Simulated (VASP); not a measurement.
Wanted: the native input for a VASP 6.6.1 run.

```
Task                   : single point
Functional             : PBE
Potentials or basis    : VASP PAW PBE potentials, release 64 (Ta_pv, Sb)
Cutoff                 : 520 eV
k mesh                 : 6 × 6 × 6
Occupations            : gaussian, width 0.05 eV
Spin                   : no spin polarisation
Dipole correction      : no
Further INCAR settings : ALGO = Normal; EDIFF = 1e-07; NBANDS = 15
```

The structure of TaSb lies in POSCAR:

```
TaSb
1.0
    0.0000000000      3.1172211067      3.1172211067
    3.1172211067      0.0000000000      3.1172211067
    3.1172211067      3.1172211067      0.0000000000
Ta Sb
1 1
Direct
    0.0000000000      0.0000000000      0.0000000000
    0.2500000000      0.2500000000      0.2500000000
```

The input as run:

INCAR

```
SYSTEM = TaSb
  ALGO = Normal
  EDIFF = 1E-7
  ENCUT = 520
  GGA = PE
  ISIF = 2
  ISMEAR = 0
  LASPH = .True.
  LCHARG = .True.
  LELF = .True.
  LREAL = .False.
  LVHAR = .True.
  LWAVE = .False.
  NBANDS = 15
  NELM = 60
  PREC = Accurate
  SIGMA = 0.05
```

KPOINTS

```
k-points
0
Gamma
  6 6 6
  0 0 0
```

Potentials or basis: VASP PAW PBE potentials, release 64 (Ta_pv, Sb).

Run with:

```bash
$ cat potpaw_PBE.64/Ta_pv/POTCAR potpaw_PBE.64/Sb/POTCAR > POTCAR
$ mpirun -np 1 vasp_std > vasp.out
```

It gave:

```json
{
 "Pressure": "1.9 GPa",
 "Band gap on the k mesh": "zero (band 8 reaches 4.80 eV, above the bottom of band 9 at 4.51 eV)"
}
```

Caveat: spin-orbit coupling is left out, which moves the levels of the heavy elements.

Wall time 29 s on 1 thread of Intel(R) Xeon(R) Platinum 8375C CPU @ 2.90GHz (Ice Lake), with other jobs on the host, peak memory 0.2 GiB.
